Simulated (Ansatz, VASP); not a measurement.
# Ge in VASP and in Ansatz

Contents of INCAR:

```
SYSTEM = Ge
  PREC = Accurate
  ENCUT = 500
  EDIFF = 1E-6
  ISMEAR = 0
  SIGMA = 0.02
  LREAL = .False.
  LASPH = .True.
  NELM = 80
  ALGO = Normal
  ISIF = 2
  LWAVE = .False.
  LCHARG = .True.
  GGA = PE
  LELF = .True.
  LVHAR = .True.
```

Contents of KPOINTS:

```
Automatic mesh
0
Gamma
  8 8 8
  0 0 0
```

File POSCAR:

```
Ge
1.0
    0.0000000000      2.8289100000      2.8289100000
    2.8289100000      0.0000000000      2.8289100000
    2.8289100000      2.8289100000      0.0000000000
Ge
2
Direct
    0.7500000000      0.7500000000      0.7500000000
    0.5000000000      0.5000000000      0.5000000000
```

input.yaml

```yaml
crystal:
  lattice:
    - [0.0, 2.82891, 2.82891]
    - [2.82891, 0.0, 2.82891]
    - [2.82891, 2.82891, 0.0]
  atoms:
    - { symbol: Ge, position: [0.75, 0.75, 0.75] }
    - { symbol: Ge, position: [0.5, 0.5, 0.5] }
hamiltonian:
  xc: pbe
  pseudopotentials: { kind: paw }
kpoints:
  mp_grid: { grid: [8, 8, 8] }
scf:
  occupations: { method: gaussian, width: 0.02 }
output:
  forces: true
  stress: true
  eigenvalues: true
```

Alike in both runs: task single point; functional PBE; k mesh 8 × 8 × 8; occupations gaussian, width 0.02 eV; no spin polarisation.

|  | VASP | Ansatz |
| --- | --- | --- |
| version | VASP 6.6.1 | Ansatz 0.2.0 |
| potentials or method | VASP PAW PBE potentials, release 64 (Ge) | Ansatz PAW |
| plane-wave cutoff (eV) | 500 | 420 |
| valence electrons in the cell | 8 | 28 |

VASP gave:

* gap on the k mesh at the Fermi level (eV): 0.06
* least direct gap on the mesh (eV): 0.06
* pressure (GPa): 4.4

Problem. Estimate Ansatz's values.

Solution. gap on the k mesh at the Fermi level (eV): 0.03; least direct gap on the mesh (eV): 0.03; pressure (GPa): 3.6.

VASP's potentials hold 8 valence electrons a cell and Ansatz's 28, so a difference there can come from the potentials and not from the codes.
